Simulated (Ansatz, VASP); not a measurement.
# Tl: VASP beside Ansatz

```
Tl
1.0
     3.42144    0.00000    0.00000
    -1.71072    2.96305    0.00000
     0.00000    0.00000    5.52500
Tl
2
Direct
  0.33333 0.66667 0.25000
  0.66667 0.33333 0.75000
```

Change from the starting cell: equal xx and yy strain of -1 %.

Alike in both runs: task single point; functional LDA; k mesh 11 × 11 × 6; occupations fermi-dirac, width 0.05 eV; no spin polarisation.

```csv
,VASP,Ansatz
version,VASP 6.6.1,Ansatz 0.2.0
potentials or method,"VASP PAW LDA potentials, release 64 (Tl_d), cutoff 520 eV","all-electron LAPW, scalar-relativistic"
```

```csv
,VASP,Ansatz,Ansatz less VASP
pressure (GPa),-1.1,-1.1,-0.04
"traceless stress, the component that is largest in VASP (GPa)",-0.11,-0.14,-0.036
```

LDA's correlation is that of Perdew and Zunger in VASP and of Perdew and Wang (1992) in Ansatz. Ansatz ran all-electron here, and VASP with PAW potentials.

Spin-orbit coupling is off throughout.
